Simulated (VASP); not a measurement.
Runs of VASP 6.6.1 on Ni. The structure is that of space group Fm-3m (No. 225), or close to it. The cells are those of the table. 

| task | cell | cutoff (eV) | gap on the mesh (eV) | pressure (GPa) |
| --- | --- | --- | --- | --- |
| single point | a = 2.483 Å, angles 60.0°, 1 atom | 520 | none | 0.0 |
| single point | a = 2.184 Å, angles 60.0°, 1 atom | 600 | none | 196.0 |
| relaxation of cell and atoms | relaxed from a = 2.489 Å, angles 60.0°, 1 atom | 600 | none | 0.0 |
| single point | a = 2.483 Å, angles 60.0°, 1 atom | 600 | none | -0.1 |
| single point | a = 2.415 Å, angles 60.0°, 1 atom | 520 | none | (a) |

Alike in all rows: level PBE; potentials or basis VASP PAW PBE potentials, release 64 (Ni); no spin polarisation; k mesh 21 × 21 × 21; smearing fermi-dirac 0.05 eV.

Problem. Estimate the missing entries.

Solution. (a) 20.4.

Caveats: the run has no spin polarisation, though such a crystal can be magnetic; the cell stands under pressure (at least some runs).

A gap of «none» marks levels without a gap at the run's occupations.
